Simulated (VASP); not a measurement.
Ba2In3Au: single point with LDA

Crystal: Ba2In3Au.

```xyz
12
Lattice="-12.0199 0.0000 0.0000 0.0000 -5.1246 0.0000 -5.6515 0.0000 6.2480" Properties=species:S:1:pos:R:3 pbc="T T T"
Ba  -10.3126   -2.7020    4.1236
Ba   -7.1691   -2.7983    1.7321
Ba   -4.9267   -0.1681    4.1847
Ba  -12.9388    0.9953    2.1476
In   -3.5011   -2.4998    1.1400
In   -6.8671   -2.7876    5.0926
In  -10.6050   -2.6924    0.5160
In   -9.8310   -0.5041    1.6073
In  -13.3554   -0.1753    5.5961
In   -4.4083   -0.1458    0.0708
Au  -13.8569   -2.4905    4.3171
Au   -8.0904   -0.1349    4.6939
```

```json
{
  "Program": "VASP 6.6.1",
  "Task": "single point",
  "Functional": "LDA",
  "Potentials or basis": "VASP PAW LDA potentials, release 64 (Ba_sv, In_d, Au)",
  "Cutoff": "520 eV",
  "k mesh": "2 × 3 × 2",
  "Occupations": "fermi-dirac, width 0.3 eV",
  "Spin": "no spin polarisation"
}
```

| Property | Result |
| --- | --- |
| Pressure | 0.4 GPa |
| Largest force | 2.384 eV/Å |
| Band gap on the k mesh | zero (bands 70 and 71 overlap by 0.03 eV) |

Forces in eV/Å, atoms in the order of the input:
```
Ba  -0.274 -0.105  0.104
Ba   0.141 -0.155 -0.616
Ba   1.260 -0.108 -0.244
Ba  -0.351 -1.713 -0.478
In   0.010 -0.297  0.545
In  -0.521  0.478  0.767
In   0.050 -1.369 -1.438
In   0.885  2.171  0.434
In   0.129  0.430 -0.148
In  -1.380  0.737  1.147
Au  -0.647  0.166  1.001
Au   0.698 -0.234 -1.072
```

Stress tensor (GPa, compression positive):
```
-0.02 -0.07 -0.37
-0.07  0.44  0.59
-0.37  0.59  0.63
```

Levels at points of the mesh, in eV from the Fermi level:
| k point | band 66 | band 67 | band 68 | band 69 | band 70 | band 71 | band 72 | band 73 | band 74 | band 75 |
| --- | --- | --- | --- | --- | --- | --- | --- | --- | --- | --- |
| (0.00, 0.00, 0.00) | -1.14 | -0.92 | -0.43 | -0.30 | -0.11 | 0.38 | 0.62 | 0.94 | 1.14 | 1.27 |
| (0.50, 0.00, 0.00) | -1.24 | -0.74 | -0.70 | -0.29 | -0.19 | 0.17 | 0.32 | 0.75 | 0.81 | 1.11 |
| (0.00, 0.00, 0.50) | -1.14 | -1.03 | -0.78 | -0.16 | -0.01 | 0.27 | 0.49 | 0.62 | 1.11 | 1.33 |
| (0.50, 0.00, 0.50) | -0.98 | -0.70 | -0.52 | -0.17 | -0.04 | 0.13 | 0.42 | 0.52 | 0.74 | 1.01 |

It took 6.8 min on 1 thread of Intel(R) Xeon(R) Platinum 8259CL CPU @ 2.50GHz (Skylake/Cascade Lake), with other jobs on the host, peak memory 0.51 GiB.

Caveat: the k points lie up to 0.41 Å⁻¹ apart; so wide a smearing shifts energies and pressures; spin-orbit coupling is left out, which moves the levels of the heavy elements; forces of over 1 eV/Å act on the atoms, so gaps and moduli don't describe the material at rest.
